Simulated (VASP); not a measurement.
Runs of VASP 6.6.1 on Ir. The structure is that of space group P6_3/mmc (No. 194), or close to it. The cells are those of the table. 

| cell | gap on the mesh (eV) | pressure (GPa) |
| --- | --- | --- |
| a = 2.857, b = 2.857, c = 4.634 Å, angles 90.0, 90.0, 120.0°, 2 atoms | none | -38.4 |
| a = 2.823, b = 2.823, c = 4.578 Å, angles 90.0, 90.0, 120.0°, 2 atoms | none | (b) |
| a = 2.714, b = 2.714, c = 4.402 Å, angles 90.0, 90.0, 120.0°, 2 atoms | none | (a) |
| a = 2.751, b = 2.751, c = 4.462 Å, angles 90.0, 90.0, 120.0°, 2 atoms | none | -11.6 |
| a = 2.788, b = 2.788, c = 4.521 Å, angles 90.0, 90.0, 120.0°, 2 atoms | none | -23.0 |
| a = 2.676, b = 2.676, c = 4.340 Å, angles 90.0, 90.0, 120.0°, 2 atoms | none | 22.1 |
| a = 2.637, b = 2.637, c = 4.276 Å, angles 90.0, 90.0, 120.0°, 2 atoms | none | 46.5 |

Alike in all rows: task single point; level PBEsol; potentials or basis VASP PAW PBE potentials, release 64 (Ir); no spin polarisation; k mesh 12 × 12 × 7; cutoff (eV) 520; smearing fermi-dirac 0.1 eV.

Q: Fill in the values left out.

A: (a) 3.1; (b) -31.8.

Caveats: the PAW data sets were made with another functional, which shifts forces and pressure a little; spin-orbit coupling is left out, which moves the levels of the heavy elements.

A k mesh can miss the band edges, and the runs leave out spin-orbit coupling on Ir.

A gap of «none» marks levels without a gap at the run's occupations.
